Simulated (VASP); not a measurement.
Here is a VASP 6.6.1 calculation.

File POSCAR:

```
InSe
1.0
    4.0195240465      0.0000000000      0.0000000000
    0.0000000000      4.0195240465      0.0000000000
    0.0000000000      0.0000000000      4.0195240465
In Se
1 1
Direct
    0.0000000000      0.0000000000      0.0000000000
    0.5000000000      0.5000000000      0.5000000000
```

File INCAR.step1:

```
  PREC = Accurate
  ENCUT = 600
  ISMEAR = 0
  SIGMA = 0.1
  LREAL = False
  LASPH = True
  NELM = 80
  GGA = PE
  ALGO = Normal
  EDIFF = 1E-4
  LWAVE = True
  LCHARG = False
```

The input INCAR.step2:

```
  PREC = Accurate
  ENCUT = 600
  EDIFF = 1E-6
  ISMEAR = 0
  SIGMA = 0.1
  LREAL = False
  LASPH = True
  NELM = 80
  ALGO = Normal
  ISIF = 3
  LWAVE = False
  LCHARG = False
  METAGGA = R2SCAN
  LMIXTAU = True
  IBRION = 2
  NSW = 90
  EDIFFG = -0.04
  ISTART = 1
```

Contents of KPOINTS:

```
Automatic mesh
0
Gamma
  4 4 4
```

Potentials or basis: VASP PAW PBE potentials, release 64 (In_d, Se).

The run is started by

```bash
$ cat potpaw_PBE.64/In_d/POTCAR potpaw_PBE.64/Se/POTCAR > POTCAR
$ cp INCAR.step1 INCAR
$ mpirun -np 1 vasp_std > vasp.out
$ cp INCAR.step2 INCAR
$ mpirun -np 1 vasp_std > vasp.out
```

**Question.** Estimate the space group after relaxing (to 0.1 Å).

**Answer.** Pm-3m (No. 221).

**Question.** Predict the relaxed volume.

**Answer.** 23.98 Å³/atom.

**Question.** Estimate the relaxed cell.

**Answer.** a = 3.633 Å, b = 3.633 Å, c = 3.633 Å, α = 90.00°, β = 90.00°, γ = 90.00°.

**Question.** Predict the band gap on the k mesh.

**Answer.** Zero (an odd number of electrons rules out a gap without spin polarisation).

Final structure:
```yaml
crystal:
  lattice:
    - [3.63311, 0.00000, 0.00000]
    - [0.00000, 3.63311, 0.00000]
    - [0.00000, 0.00000, 3.63311]
  atoms:
    - { symbol: In, position: [0.00000, 0.00000, 0.00000] }
    - { symbol: Se, position: [0.50000, 0.50000, 0.50000] }
```

Caveat: the k points lie up to 0.43 Å⁻¹ apart in the final cell, too coarse for converged energies and pressures of a metal; the volume moved by over 15 % at a fixed basis, so the end points are rough; the PAW data sets were made with another functional, which shifts forces and pressure a little; spin-orbit coupling is left out, which moves the levels of the heavy elements.
